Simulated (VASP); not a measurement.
# Sn (R-3m) in VASP: single point with r2SCAN

Aim: the single point of Sn with r2SCAN.

Everything below comes from runs of VASP 6.6.1. Logs are shortened: lines on timing, memory, paths and dates and some standing lists are left out, and cuts for length are marked.

## Step 1: The cell of the first run

It takes space group R-3m (No. 166, trigonal). The conventional cell has a = 5.223 Å, b = 5.223 Å, c = 3.454 Å, α = 90.00°, β = 90.00°, γ = 120.00°. Sn (site symmetry -3m) has 14 Sn at 3.23 to 3.79 Å within 4.2 Å.

## Step 2: Single point, r2SCAN

File POSCAR:

```
Sn
1.0
   -1.7974207710      1.8959095804      1.8959095804
    1.8959095804     -1.7974207710      1.8959095804
    1.8959095804      1.8959095804     -1.7974207710
Sn
1
Direct
    0.0000000000      0.0000000000      0.0000000000
```

File INCAR.step1:

```
SYSTEM = Sn
ALGO = Normal
EDIFF = 1E-4
ENCUT = 520
GGA = PE
ISMEAR = 0
LASPH = .TRUE.
LCHARG = .FALSE.
LREAL = .FALSE.
LWAVE = .TRUE.
NBANDS = 13
NELM = 100
PREC = Accurate
SIGMA = 0.15
```

File INCAR.step2:

```
SYSTEM = Sn
ALGO = Normal
EDIFF = 1E-6
ENCUT = 520
ISIF = 2
ISMEAR = 0
ISTART = 1
LASPH = .TRUE.
LCHARG = .FALSE.
LMIXTAU = .TRUE.
LREAL = .FALSE.
LWAVE = .FALSE.
METAGGA = R2SCAN
NBANDS = 13
NELM = 100
PREC = Accurate
SIGMA = 0.15
```

File KPOINTS:

```
k-points
0
G
  20 20 20
  0 0 0
```

Potentials or basis: VASP PAW PBE potentials, release 64 (Sn_d).

Started as:

```sh
$ cat potpaw_PBE.64/Sn_d/POTCAR > POTCAR
$ cp INCAR.step1 INCAR
$ mpirun -np 1 vasp_std > vasp.out
$ cp INCAR.step2 INCAR
$ mpirun -np 1 vasp_std > vasp.out
```

OUTCAR:

```text
SYSTEM = Sn
   EDIFF = 1E-6
   ENCUT = 520
   ISIF = 2
   ISMEAR = 0
   ISTART = 1
   LASPH = .TRUE.
   LREAL = .FALSE.
   METAGGA = R2SCAN
   NELM = 100
   PREC = Accurate

 ion  position               nearest neighbor table
   1  0.000  0.000  0.000-

  LATTYP: Found a trigonal (rhomboedric) cell.
 ALAT       =     3.2279510068
 COS(alpha) =    -0.3091289928

  Lattice vectors:

 A1 = (  -1.7974207710,   1.8959095804,   1.8959095804)
 A2 = (   1.8959095804,  -1.7974207710,   1.8959095804)
 A3 = (   1.8959095804,   1.8959095804,  -1.7974207710)

Analysis of symmetry for initial positions (statically):
=====================================================================
 Subroutine PRICEL returns:
 Original cell was already a primitive cell.

 Routine SETGRP: Setting up the symmetry group for a
 trigonal (rhombohedral) supercell.

 Subroutine GETGRP returns: Found 12 space group operations
 (whereof 12 operations were pure point group operations)
 out of a pool of 12 trial point group operations.

The static configuration has the point symmetry D_3d.

Analysis of symmetry for dynamics (positions and initial velocities):
=====================================================================
 Subroutine PRICEL returns:
 Original cell was already a primitive cell.

 Routine SETGRP: Setting up the symmetry group for a
 trigonal (rhombohedral) supercell.

 Subroutine GETGRP returns: Found 12 space group operations
 (whereof 12 operations were pure point group operations)
 out of a pool of 12 trial point group operations.

The dynamic configuration has the point symmetry D_3d.

 Subroutine INISYM returns: Found 12 space group operations
 (whereof 12 operations are pure point group operations),
 and found     1 'primitive' translations

----------------------------------------------------------------------------------------

                                     Primitive cell

  volume of cell :      27.2050

  direct lattice vectors                    reciprocal lattice vectors
    -1.797420771  1.895909580  1.895909580    -0.013370782  0.257387559  0.257387559
     1.895909580 -1.797420771  1.895909580     0.257387559 -0.013370782  0.257387559
     1.895909580  1.895909580 -1.797420771     0.257387559  0.257387559 -0.013370782

  length of vectors
     3.227951007  3.227951007  3.227951007     0.364246467  0.364246467  0.364246467

  position of ions in fractional coordinates (direct lattice)
     0.000000000  0.000000000  0.000000000

  ion indices of the primitive-cell ions
   primitive index   ion index
                 1           1

----------------------------------------------------------------------------------------

 KPOINTS: k-points

Automatic generation of k-mesh.
 Grid dimensions read from file:
 generate k-points for:   20   20   20

 Generating k-lattice:

  Cartesian coordinates                     Fractional coordinates (reciprocal lattice)
    -0.000668539  0.012869378  0.012869378     0.050000000  0.000000000  0.000000000
     0.012869378 -0.000668539  0.012869378     0.000000000  0.050000000  0.000000000
     0.012869378  0.012869378 -0.000668539     0.000000000  0.000000000  0.050000000

  Length of vectors
     0.018212323  0.018212323  0.018212323

  Shift w.r.t. Gamma in fractional coordinates (k-lattice)
     0.000000000  0.000000000  0.000000000

 Subroutine IBZKPT returns following result:
 ===========================================

 Found    781 irreducible k-points:

 Following reciprocal coordinates:
            Coordinates               Weight
  0.000000  0.000000  0.000000      1.000000
  0.050000  0.000000  0.000000      6.000000
  0.100000  0.000000  0.000000      6.000000
  0.150000  0.000000  0.000000      6.000000
  0.200000  0.000000  0.000000      6.000000
  0.250000  0.000000  0.000000      6.000000
[... 16 lines left out ...]
 -0.400000  0.050000 -0.000000     12.000000
 -0.350000  0.050000 -0.000000     12.000000
 [... further k-points ...]
   k-points           NKPTS =    781   k-points in BZ     NKDIM =    781   number of bands    NBANDS=     13
   number of dos      NEDOS =    301   number of ions     NIONS =      1
   total plane-waves  NPLWV =  13824
   dimension x,y,z NGX =    24 NGY =   24 NGZ =   24
   dimension x,y,z NGXF=    48 NGYF=   48 NGZF=   48
   ions per type =               1
   NGX,Y,Z   is equivalent  to a cutoff of  12.36, 12.36, 12.36 a.u.
   NGXF,Y,Z  is equivalent  to a cutoff of  24.72, 24.72, 24.72 a.u.
 SYSTEM =  Sn
   PREC   = accura    normal or accurate (medium, high low for compatibility)
   ISTART =      1    job   : 0-new  1-cont  2-samecut
   ICHARG =      0    charge: 1-file 2-atom 10-const
   ISPIN  =      1    spin polarized calculation?
   LNONCOLLINEAR =      F non collinear calculations
   LSORBIT =      F    spin-orbit coupling
   LASPH  =      T    aspherical Exc in radial PAW
   ENCUT  =  520.0 eV  38.22 Ry    6.18 a.u.   6.00  6.00  6.00*2*pi/ulx,y,z
   NELM   =    100;   NELMIN=  2; NELMDL=  0     # of ELM steps
   EDIFF  = 0.1E-05   stopping-criterion for ELM
   LREAL  =      F    real-space projection
   EDIFFG = 0.1E-04   stopping-criterion for IOM
   NSW    =      0    number of steps for IOM
   IBRION =     -1    ionic relax: 0-MD 1-quasi-New 2-CG
   NFREE  =      0    steps in history (QN), initial steepest desc. (CG)
   ISIF   =      2    stress and relaxation
   ISYM   =      2    0-nonsym 1-usesym 2-fastsym
   POTIM  = 0.5000    time-step for ionic-motion
   TEBEG  =    0.0;   TEEND  =   0.0 temperature during run
   PSTRESS=    0.0 pullay stress
   NELECT =      14.0000    total number of electrons
   NUPDOWN=      -1.0000    fix difference up-down
   EMIN   =  10.00;   EMAX   =-10.00  energy-range for DOS
   EFERMI =   0.00;   METHOD = LEGACY
   ISMEAR =     0;   SIGMA  =   0.15  broadening in eV -4-tet -1-fermi 0-gaus
   EFERMI_NEDOS =   21; number of points for ismear=-14 and -15
   IALGO  =     38    algorithm
   IMIX   =      4    mixing-type and parameters
     AMIX     =   0.40;   BMIX     =  1.00
     AMIX_MAG =   1.60;   BMIX_MAG =  1.00
  volume/ion in A,a.u.               =      27.20       183.59
  Fermi-wavevector in a.u.,A,eV,Ry     =   1.311902  2.479136 23.416813  1.721087
  Thomas-Fermi vector in A             =   2.442332
   LORBIT       =      0    0 simple, 1 ext, 2 COOP (PROOUT), +10 PAW based schemes
   METAGGA = R2SCAN    functional components
   LHFCALC =     F    Hartree Fock is set to
   AEXX    =    0.0000 exact exchange contribution
   IVDW    =     0    specifies the selected vdW correction
   LEPSILON=     F    determine dielectric tensor
   LRPA    =     F    only Hartree local field effects (RPA)
 non-spin polarized calculation
 Gauss-broadening in eV      SIGMA  =   0.15
  energy-cutoff  :      520.00
  volume of cell :       27.20
 maximum number of plane-waves:       753
   NGX = 11   NGY = 11   NGZ = 11

 number of electron      14.0000003 magnetization

 Free energy of the ion-electron system (eV)
  ---------------------------------------------------
  ext. energy  EPLUGINS =         0.00000000
  ---------------------------------------------------
  free energy    TOTEN  =       -24.49469325 eV

  energy without entropy =      -24.48768661  energy(sigma->0) =      -24.49118993

 E-fermi :   8.0169     XC(G=0): -11.2493

 val. band max:        8.0148452689   @ k =   0.1500   0.1500   0.1500
 cond. band min:       8.0195698667   @ k =   0.3000   0.2000   0.0500
 fundamental gap:      0.0047245978
 Fermi energy:         8.0169169995

 k-point     1 :       0.0000    0.0000    0.0000
  band No.  band energies     occupation
      1     -14.2788      2.00000
      2     -14.2788      2.00000
      3     -14.2055      2.00000
      4     -14.0907      2.00000
      5     -14.0907      2.00000
      6      -3.6327      2.00000
      7      15.5202      0.00000
      8      16.6607      0.00000
      9      16.6607      0.00000
     10      20.6174      0.00000
     11      20.6174      0.00000
     12      20.9824      0.00000
     13      20.9824      0.00000

 k-point     2 :       0.0500    0.0000    0.0000
  band No.  band energies     occupation
      1     -14.2797      2.00000
      2     -14.2751      2.00000
      3     -14.2028      2.00000
      4     -14.0915      2.00000
      5     -14.0908      2.00000
      6      -3.5781      2.00000
      7      15.1240      0.00000
      8      16.2178      0.00000
      9      16.5606      0.00000
     10      20.1770      0.00000
     11      20.1833      0.00000
     12      21.2594      0.00000
     13      21.3804      0.00000

 k-point     3 :       0.1000    0.0000    0.0000
  band No.  band energies     occupation
      1     -14.2823      2.00000
      2     -14.2652      2.00000
      3     -14.1946      2.00000
      4     -14.0939      2.00000
      5     -14.0914      2.00000
      6      -3.4142      2.00000
      7      13.9367      0.00000
      8      15.5249      0.00000
      9      16.2908      0.00000
     10      19.5767      0.00000
     11      19.6099      0.00000
     12      21.2607      0.00000
     13      21.9890      0.00000
[... 305 lines left out ...]
 k-point    23 :      -0.4000    0.0500   -0.0000
  band No.  band energies     occupation
      1     -14.3093      2.00000
      2     -14.2344      2.00000
      3     -14.1022      2.00000
      4     -14.0972      2.00000
      5     -14.0480      2.00000
      6      -0.5103      2.00000
      7       5.4208      2.00000
      8      12.3970      0.00000
      9      14.1376      0.00000
     10      17.2142      0.00000
     11      17.6917      0.00000
     12      23.1313      0.00000
     13      25.4809      0.00000

 k-point    24 :      -0.3500    0.0500   -0.0000
  band No.  band energies     occupation
      1     -14.3041      2.00000
      2     -14.2325      2.00000
      3     -14.1048      2.00000
      4     -14.0974      2.00000
      5     -14.0734      2.00000
      6      -1.2501      2.00000
      7       6.7853      2.00000
      8      12.8090      0.00000
      9      14.4523      0.00000
     10      17.4277      0.00000
     11      17.8354      0.00000
     12      22.4873      0.00000
     13      25.1384      0.00000

 [... further k-points ...]
[... 5 lines left out ...]
  --------------------------------------------------------------------------------------
  -------------------------------------------------------------------------------------
  Total       -0.0403017     -0.0403017     -0.0403017     -0.1065090     -0.1065090     -0.1065090
  in kB       -2.3734818     -2.3734818     -2.3734818     -6.2726164     -6.2726164     -6.2726164
  external PRESSURE =      -2.3734818 kB  Pullay stress =       0.0000000 kB

 VOLUME and BASIS-vectors are now :
 -----------------------------------------------------------------------------
  energy-cutoff  :      520.00
  volume of cell :       27.20
      direct lattice vectors                 reciprocal lattice vectors
    -1.797420771  1.895909580  1.895909580    -0.013370782  0.257387559  0.257387559
     1.895909580 -1.797420771  1.895909580     0.257387559 -0.013370782  0.257387559
     1.895909580  1.895909580 -1.797420771     0.257387559  0.257387559 -0.013370782

 POSITION                                       TOTAL-FORCE (eV/Angst)
 -----------------------------------------------------------------------------------
      0.00000      0.00000      0.00000         0.000000     -0.000000      0.000000
 -----------------------------------------------------------------------------------
    total drift:                               -0.000000      0.000000      0.000000

  FREE ENERGIE OF THE ION-ELECTRON SYSTEM (eV)
  ---------------------------------------------------
  free  energy   TOTEN  =       -24.4946932452 eV

  energy  without entropy=      -24.4876866073  energy(sigma->0) =      -24.49118993
```

Wall time 5.1 min (1 thread of Intel Xeon Platinum 8488C (Sapphire Rapids), shared host); peak memory 0.36 GiB.

What came out:

```yaml
Free_energy: -24.4947 eV
Pressure: -0.2 GPa
Band_gap_on_the_k_mesh: zero (bands 7 and 8 overlap by 10.07 eV)
```

Caveat: the PAW data sets were made with another functional, which shifts forces and pressure a little; spin-orbit coupling is left out, which moves the levels of the heavy elements.
